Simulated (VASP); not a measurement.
Wanted: the native input for a VASP 6.6.1 run.

```yaml
Task: single point
Functional: PBEsol
Potentials_or_basis: VASP PAW PBE potentials, release 64 (Ti_sv)
Cutoff: 520 eV
k_mesh: 11 × 11 × 11
Occupations: fermi-dirac, width 0.05 eV
Spin: no spin polarisation
Dipole_correction: no
Further_INCAR_settings: ALGO = Fast; EDIFF = 1e-06; NBANDS = 12
```

The structure of Ti lies in POSCAR:

```
Ti
1.0
   -1.6045445740      1.6045445740      1.6045445740
    1.6045445740     -1.6045445740      1.6045445740
    1.6045445740      1.6045445740     -1.6045445740
Ti
1
Direct
    0.0000000000      0.0000000000      0.0000000000
```

One way to write it, as run:

INCAR

```
SYSTEM = Ti
  PREC = Accurate
  ENCUT = 520
  EDIFF = 1E-6
  ISMEAR = -1
  SIGMA = 0.05
  LREAL = .FALSE.
  LASPH = .TRUE.
  NELM = 60
  ALGO = Fast
  ISIF = 2
  LWAVE = .FALSE.
  LCHARG = .FALSE.
  GGA = PS
  NBANDS = 12
```

KPOINTS

```
Automatic mesh
0
G
  11 11 11
  0 0 0
```

Potentials or basis: VASP PAW PBE potentials, release 64 (Ti_sv).

The run is started by

```bash
$ cat potpaw_PBE.64/Ti_sv/POTCAR > POTCAR
$ mpirun -np 1 vasp_std > vasp.out
```

It gave:

* Pressure: -0.3 GPa
* Band gap on the k mesh: zero (band 6 reaches 9.53 eV, above the bottom of band 7 at 7.84 eV)

Caveat: the PAW data sets were made with another functional, which shifts forces and pressure a little.

Wall time 7.3 s on 1 thread of Intel(R) Xeon(R) 6975P-C (Granite Rapids), on a shared host, peak memory 0.14 GiB.
